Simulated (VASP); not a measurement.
# As (P2/m) in VASP: further runs

As is run at these levels: PBEsol; tasks: single point.

Program: VASP 6.6.1. These are calculated values, not measurements. Logs are shortened: lines on timing, memory, paths and dates and some standing lists are left out, and cuts for length are marked.

**1. The cell of the first run**

It takes space group P2/m (No. 10, monoclinic). Conventional cell: a = 2.544 Å, b = 2.556 Å, c = 4.777 Å, α = 90.00°, β = 90.97°, γ = 90.00°. Within 3.1 Å of As (site symmetry m) lie 6 As at 2.35 to 2.56 Å.

**2. Single point, PBEsol (P replaced by As, lengths x 1.067, strained)**

Contents of INCAR:

```
PREC     = Accurate       # precision mode
ENCUT    = 500            # plane-wave cutoff, eV
EDIFF    = 1E-6           # SCF threshold, eV
ISMEAR   = 0              # smearing method
SIGMA    = 0.1            # smearing width, eV
LREAL    = False          # projectors in reciprocal space
LASPH    = True           # aspherical terms in the spheres
NELM     = 120            # most SCF steps
ALGO     = Normal         # electronic algorithm
ISIF     = 2              # what is computed and relaxed
LWAVE    = False          # write WAVECAR
LCHARG   = True           # write CHGCAR
GGA      = PS             # functional
LELF     = True           # ELF
LVHAR    = True         
NBANDS   = 12             # bands
GGA_COMPAT= False
```

Contents of KPOINTS:

```
Automatic mesh
0
Gamma
  8 8 4
```

Contents of POSCAR:

```
As
1.0
    2.5434694521      0.0000000000      0.0262925672
    0.0000000000      2.5560105036      0.0000000000
    0.0313085684      0.0000000000      4.7772073352
As
2
Direct
    0.9768130094      0.0000000000      0.2548450925
    0.0231869906      0.0000000000      0.7451549075
```

Potentials or basis: VASP PAW PBE potentials, release 64 (As).

Run with:

```bash
$ cat potpaw_PBE.64/As/POTCAR > POTCAR
$ mpirun -np 1 vasp_std > vasp.out
```

OUTCAR:

```text
PREC = Accurate
   ENCUT = 500
   EDIFF = 1E-6
   ISMEAR = 0
   LREAL = False
   LASPH = True
   NELM = 120
   ISIF = 2
   GGA = PS

 ion  position               nearest neighbor table
   1  0.977  0.000  0.255-   2 2.35   2 2.44
   2  0.023  0.000  0.745-   1 2.35   1 2.44

  LATTYP: Found a simple monoclinic cell.
 ALAT       =     2.5436053453
 B/A-ratio  =     1.0048769980
 C/A-ratio  =     1.8781647621
 COS(beta)  =    -0.0168897580

  Lattice vectors:

 A1 = (   2.5434694521,   0.0000000000,   0.0262925672)
 A2 = (   0.0000000000,  -2.5560105036,   0.0000000000)
 A3 = (  -0.0313085684,   0.0000000000,  -4.7772073352)

Analysis of symmetry for initial positions (statically):
=====================================================================
 Subroutine PRICEL returns:
 Original cell was already a primitive cell.

 Routine SETGRP: Setting up the symmetry group for a
 simple monoclinic supercell.

 Subroutine GETGRP returns: Found  4 space group operations
 (whereof  4 operations were pure point group operations)
 out of a pool of  4 trial point group operations.

The static configuration has the point symmetry C_2h.

Analysis of symmetry for dynamics (positions and initial velocities):
=====================================================================
 Subroutine PRICEL returns:
 Original cell was already a primitive cell.

 Routine SETGRP: Setting up the symmetry group for a
 simple monoclinic supercell.

 Subroutine GETGRP returns: Found  4 space group operations
 (whereof  4 operations were pure point group operations)
 out of a pool of  4 trial point group operations.

The dynamic configuration has the point symmetry C_2h.

 Subroutine INISYM returns: Found  4 space group operations
 (whereof  4 operations are pure point group operations),
 and found     1 'primitive' translations

----------------------------------------------------------------------------------------

                                     Primitive cell

  volume of cell :      31.0552

  direct lattice vectors                    reciprocal lattice vectors
     2.543469452  0.000000000  0.026292567     0.393190393  0.000000000 -0.002576867
     0.000000000  2.556010504  0.000000000     0.000000000  0.391234699  0.000000000
     0.031308568  0.000000000  4.777207335    -0.002164023  0.000000000  0.209341501

  length of vectors
     2.543605345  2.556010504  4.777309928     0.393198837  0.391234699  0.209352685

  position of ions in fractional coordinates (direct lattice)
     0.976813009  0.000000000  0.254845092
     0.023186991  0.000000000  0.745154908

  ion indices of the primitive-cell ions
   primitive index   ion index
                 1           1
                 2           2

----------------------------------------------------------------------------------------

 KPOINTS: Automatic mesh

Automatic generation of k-mesh.
 Grid dimensions read from file:
 generate k-points for:    8    8    4

 Generating k-lattice:

  Cartesian coordinates                     Fractional coordinates (reciprocal lattice)
     0.049148799  0.000000000 -0.000322108     0.125000000  0.000000000 -0.000000000
     0.000000000  0.048904337  0.000000000     0.000000000  0.125000000  0.000000000
    -0.000541006  0.000000000  0.052335375     0.000000000  0.000000000  0.250000000

  Length of vectors
     0.049149855  0.048904337  0.052338171

  Shift w.r.t. Gamma in fractional coordinates (k-lattice)
     0.000000000  0.000000000  0.000000000

 Subroutine IBZKPT returns following result:
 ===========================================

 Found     90 irreducible k-points:

 Following reciprocal coordinates:
            Coordinates               Weight
  0.000000  0.000000  0.000000      1.000000
  0.125000  0.000000  0.000000      2.000000
  0.250000  0.000000  0.000000      2.000000
  0.375000  0.000000  0.000000      2.000000
  0.500000  0.000000  0.000000      1.000000
  0.000000  0.125000  0.000000      2.000000
[... 16 lines left out ...]
  0.250000  0.500000  0.000000      2.000000
  0.375000  0.500000  0.000000      2.000000
 [... further k-points ...]
   k-points           NKPTS =     90   k-points in BZ     NKDIM =     90   number of bands    NBANDS=     12
   number of dos      NEDOS =    301   number of ions     NIONS =      2
   total plane-waves  NPLWV =  14400
   dimension x,y,z NGX =    20 NGY =   20 NGZ =   36
   dimension x,y,z NGXF=    40 NGYF=   40 NGZF=   72
   ions per type =               2
   NGX,Y,Z   is equivalent  to a cutoff of  13.07, 13.01, 12.53 a.u.
   NGXF,Y,Z  is equivalent  to a cutoff of  26.14, 26.02, 25.06 a.u.
 SYSTEM =  unknown system
   PREC   = accura    normal or accurate (medium, high low for compatibility)
   ISTART =      0    job   : 0-new  1-cont  2-samecut
   ICHARG =      2    charge: 1-file 2-atom 10-const
   ISPIN  =      1    spin polarized calculation?
   LNONCOLLINEAR =      F non collinear calculations
   LSORBIT =      F    spin-orbit coupling
   LASPH  =      T    aspherical Exc in radial PAW
   ENCUT  =  500.0 eV  36.75 Ry    6.06 a.u.   4.64  4.66  8.71*2*pi/ulx,y,z
   NELM   =    120;   NELMIN=  2; NELMDL= -5     # of ELM steps
   EDIFF  = 0.1E-05   stopping-criterion for ELM
   LREAL  =      F    real-space projection
   EDIFFG = 0.1E-04   stopping-criterion for IOM
   NSW    =      0    number of steps for IOM
   IBRION =     -1    ionic relax: 0-MD 1-quasi-New 2-CG
   NFREE  =      0    steps in history (QN), initial steepest desc. (CG)
   ISIF   =      2    stress and relaxation
   ISYM   =      2    0-nonsym 1-usesym 2-fastsym
   POTIM  = 0.5000    time-step for ionic-motion
   TEBEG  =    0.0;   TEEND  =   0.0 temperature during run
   PSTRESS=    0.0 pullay stress
   NELECT =      10.0000    total number of electrons
   NUPDOWN=      -1.0000    fix difference up-down
   EMIN   =  10.00;   EMAX   =-10.00  energy-range for DOS
   EFERMI =   0.00;   METHOD = LEGACY
   ISMEAR =     0;   SIGMA  =   0.10  broadening in eV -4-tet -1-fermi 0-gaus
   EFERMI_NEDOS =   21; number of points for ismear=-14 and -15
   IALGO  =     38    algorithm
   IMIX   =      4    mixing-type and parameters
     AMIX     =   0.40;   BMIX     =  1.00
     AMIX_MAG =   1.60;   BMIX_MAG =  1.00
  volume/ion in A,a.u.               =      15.53       104.79
  Fermi-wavevector in a.u.,A,eV,Ry     =   1.122097  2.120455 17.131104  1.259101
  Thomas-Fermi vector in A             =   2.258754
   LORBIT       =      0    0 simple, 1 ext, 2 COOP (PROOUT), +10 PAW based schemes
   GGA     = PS    functional components
   LHFCALC =     F    Hartree Fock is set to
   AEXX    =    0.0000 exact exchange contribution
   IVDW    =     0    specifies the selected vdW correction
   LEPSILON=     F    determine dielectric tensor
   LRPA    =     F    only Hartree local field effects (RPA)
 non-spin polarized calculation
 Gauss-broadening in eV      SIGMA  =   0.10
  energy-cutoff  :      500.00
  volume of cell :       31.06
 maximum number of plane-waves:       807
   NGX =  9   NGY =  9   NGZ = 17

 number of electron      10.0000002 magnetization

 Free energy of the ion-electron system (eV)
  ---------------------------------------------------
  ext. energy  EPLUGINS =         0.00000000
  ---------------------------------------------------
  free energy    TOTEN  =        -9.19409938 eV

  energy without entropy =       -9.18717196  energy(sigma->0) =       -9.19063567

 E-fermi :   9.0914     XC(G=0): -11.6235

 val. band max:        9.0871312876   @ k =  -0.2500   0.1250   0.2500
 cond. band min:       9.1012561789   @ k =   0.3750   0.0000   0.5000
 fundamental gap:      0.0141248913
 Fermi energy:         9.0913504663

 k-point     1 :       0.0000    0.0000    0.0000
  band No.  band energies     occupation
      1      -8.6572      2.00000
      2      -3.3577      2.00000
      3      -0.3167      2.00000
      4      12.9301      0.00000
      5      13.1716      0.00000
      6      16.0148      0.00000
      7      16.6015      0.00000
      8      17.0063      0.00000
      9      17.1799      0.00000
     10      18.1520      0.00000
     11      21.0180      0.00000
     12      22.1930      0.00000

 k-point     2 :       0.1250    0.0000    0.0000
  band No.  band energies     occupation
      1      -8.3169      2.00000
      2      -3.0158      2.00000
      3       0.0021      2.00000
      4       9.6687      0.00000
      5      13.2443      0.00000
      6      14.0690      0.00000
      7      16.2960      0.00000
      8      17.3188      0.00000
      9      17.6436      0.00000
     10      19.2108      0.00000
     11      20.5405      0.00000
     12      22.8888      0.00000

 k-point     3 :       0.2500    0.0000    0.0000
  band No.  band energies     occupation
      1      -7.3166      2.00000
      2      -1.9980      2.00000
      3       0.9043      2.00000
      4       5.2636      2.00000
      5       9.8386      0.00000
      6      14.1247      0.00000
      7      14.7981      0.00000
      8      17.3190      0.00000
      9      18.1887      0.00000
     10      18.5253      0.00000
     11      22.3727      0.00000
     12      24.6414      0.00000
[... 286 lines left out ...]
 k-point    23 :       0.2500    0.5000    0.0000
  band No.  band energies     occupation
      1      -3.4195      2.00000
      2       1.0200      2.00000
      3       2.3065      2.00000
      4       3.9362      2.00000
      5       5.2386      2.00000
      6       8.6626      2.00000
      7      11.5100      0.00000
      8      13.5270      0.00000
      9      14.7328      0.00000
     10      18.3405      0.00000
     11      19.3909      0.00000
     12      20.3408      0.00000

 k-point    24 :       0.3750    0.5000    0.0000
  band No.  band energies     occupation
      1      -1.8243      2.00000
      2       2.3045      2.00000
      3       4.0188      2.00000
      4       4.9234      2.00000
      5       5.1345      2.00000
      6       6.4154      2.00000
      7       9.7625      0.00000
      8      11.4053      0.00000
      9      12.9950      0.00000
     10      15.2780      0.00000
     11      16.1987      0.00000
     12      19.7527      0.00000

 [... further k-points ...]

------------------------ aborting loop because EDIFF is reached ----------------------------------------

  FORCE on cell =-STRESS in cart. coord.  units (eV):
  Direction    XX          YY          ZZ          XY          YZ          ZX
  --------------------------------------------------------------------------------------
  -------------------------------------------------------------------------------------
  Total        5.2920179      4.9199529     10.1751886      0.0000000      0.0000000      0.0779142
  in kB      273.0222631    253.8269297    524.9515525      0.0000000      0.0000000      4.0196990
  external PRESSURE =     350.6002484 kB  Pullay stress =       0.0000000 kB

 VOLUME and BASIS-vectors are now :
 -----------------------------------------------------------------------------
  energy-cutoff  :      500.00
  volume of cell :       31.06
      direct lattice vectors                 reciprocal lattice vectors
     2.543469452  0.000000000  0.026292567     0.393190393  0.000000000 -0.002576867
     0.000000000  2.556010504  0.000000000     0.000000000  0.391234699  0.000000000
     0.031308568  0.000000000  4.777207335    -0.002164023  0.000000000  0.209341501

 POSITION                                       TOTAL-FORCE (eV/Angst)
 -----------------------------------------------------------------------------------
      2.49247      0.00000      1.24313        -0.001618     -0.000000     -0.763964
      0.08231      0.00000      3.56037         0.001618      0.000000      0.763964
 -----------------------------------------------------------------------------------
    total drift:                                0.000000     -0.000000      0.000000

  FREE ENERGIE OF THE ION-ELECTRON SYSTEM (eV)
  ---------------------------------------------------
  free  energy   TOTEN  =        -9.1940993813 eV

  energy  without entropy=       -9.1871719561  energy(sigma->0) =       -9.19063567
```

Wall time 26 s (1 thread of Intel Xeon 8259CL, shared host); peak memory 0.15 GiB.

Results:

* Free energy: -9.1941 eV
* Pressure: 35.1 GPa
* Largest force: 0.764 eV/Å
* Band gap on the k mesh: zero (bands 5 and 6 overlap by 9.55 eV)

Forces on the atoms (eV/Å):
```
As  -0.002  0.000 -0.764
As   0.002  0.000  0.764
```

Stress tensor (GPa, compression positive):
```
27.30  0.00  0.40
 0.00 25.38  0.00
 0.40  0.00 52.50
```

Levels at points of the mesh, in eV from the Fermi level:
| k point | band 3 | band 4 | band 5 | band 6 | band 7 | band 8 |
| --- | --- | --- | --- | --- | --- | --- |
| (0.00, 0.00, 0.00) | -9.41 | 3.84 | 4.08 | 6.92 | 7.51 | 7.91 |
| (0.50, 0.00, 0.00) | -8.00 | -6.26 | -5.05 | 1.08 | 6.87 | 10.03 |
| (0.00, 0.50, 0.00) | -8.16 | -6.33 | -5.05 | 1.13 | 7.02 | 9.90 |
| (0.50, 0.50, 0.00) | -6.01 | -3.41 | -2.99 | -2.06 | -2.03 | 0.89 |
| (0.00, 0.00, 0.50) | -2.66 | -2.25 | 5.18 | 5.43 | 5.53 | 5.67 |
| (0.50, 0.00, 0.50) | -7.97 | -7.67 | 0.85 | 1.28 | 6.95 | 6.95 |
| (0.00, 0.50, 0.50) | -7.94 | -7.63 | 0.74 | 1.24 | 6.91 | 6.98 |
| (0.50, 0.50, 0.50) | -4.80 | -4.67 | -4.47 | -4.37 | 2.23 | 2.47 |

Caveat: the cell differs from its parent crystal (P replaced by As, lengths x 1.067, strained); the stress differs along the axes, from 25 to 52 GPa; the PAW data sets were made with another functional, which shifts forces and pressure a little.

**3. Single point, PBEsol (P replaced by As, lengths x 1.067, strained)**

Contents of INCAR:

```
PREC     = Accurate       # precision mode
ENCUT    = 500            # plane-wave cutoff, eV
EDIFF    = 1E-6           # SCF threshold, eV
ISMEAR   = 0              # smearing method
SIGMA    = 0.1            # smearing width, eV
LREAL    = F              # projectors in reciprocal space
LASPH    = T              # aspherical terms in the spheres
NELM     = 120            # most SCF steps
ALGO     = Normal         # electronic algorithm
ISIF     = 2              # what is computed and relaxed
LWAVE    = F              # write WAVECAR
LCHARG   = T              # write CHGCAR
GGA      = PS             # functional
LELF     = T              # ELF
LVHAR    = T            
NBANDS   = 12             # bands
GGA_COMPAT= F
```

Contents of KPOINTS:

```
Automatic mesh
0
Gamma
  16 16 10
```

POSCAR is that of step 2.

Potentials or basis: VASP PAW PBE potentials, release 64 (As).

Run with:

```bash
$ cat potpaw_PBE.64/As/POTCAR > POTCAR
$ mpirun -np 1 vasp_std > vasp.out
```

Run time: 4.6 min. Hardware: 1 thread of Intel Xeon 8259CL, shared host; peak memory 0.33 GiB.

Results (log left out):

| Item | Value |
| --- | --- |
| Free energy | -9.2576 eV |
| Pressure | 35.3 GPa |
| Largest force | 0.672 eV/Å |
| Band gap on the k mesh | zero (bands 5 and 6 overlap by 9.56 eV) |

Forces on the atoms (eV/Å):
```
As  -0.011  0.000 -0.672
As   0.011  0.000  0.672
```

Stress tensor (GPa, compression positive):
```
27.21  0.00 -0.32
 0.00 24.59  0.00
-0.32  0.00 54.23
```

Levels at points of the mesh, in eV from the Fermi level:
| k point | band 1 | band 2 | band 3 | band 4 | band 5 | band 6 | band 7 | band 8 | band 9 | band 10 |
| --- | --- | --- | --- | --- | --- | --- | --- | --- | --- | --- |
| (0.00, 0.00, 0.00) | -17.63 | -12.33 | -9.28 | 3.96 | 4.20 | 7.05 | 7.63 | 8.03 | 8.21 | 9.18 |
| (0.50, 0.00, 0.00) | -13.63 | -9.28 | -7.87 | -6.13 | -4.94 | 1.20 | 6.99 | 10.16 | 10.97 | 11.74 |
| (0.00, 0.50, 0.00) | -13.74 | -9.20 | -8.03 | -6.20 | -4.94 | 1.25 | 7.15 | 10.03 | 10.71 | 12.18 |
| (0.50, 0.50, 0.00) | -9.49 | -6.03 | -5.90 | -3.27 | -2.86 | -1.94 | -1.91 | 1.00 | 5.02 | 5.12 |
| (0.00, 0.00, 0.50) | -16.23 | -15.80 | -2.53 | -2.13 | 5.30 | 5.55 | 5.65 | 5.80 | 9.25 | 9.50 |
| (0.50, 0.00, 0.50) | -12.25 | -11.80 | -7.86 | -7.55 | 0.98 | 1.41 | 7.07 | 7.07 | 8.32 | 8.68 |
| (0.00, 0.50, 0.50) | -12.36 | -11.89 | -7.83 | -7.52 | 0.87 | 1.37 | 7.03 | 7.09 | 8.48 | 8.76 |
| (0.50, 0.50, 0.50) | -8.17 | -7.64 | -4.68 | -4.56 | -4.35 | -4.26 | 2.34 | 2.58 | 4.71 | 5.25 |

Caveat: the cell differs from its parent crystal (P replaced by As, lengths x 1.067, strained); the stress differs along the axes, from 25 to 54 GPa; the PAW data sets were made with another functional, which shifts forces and pressure a little.
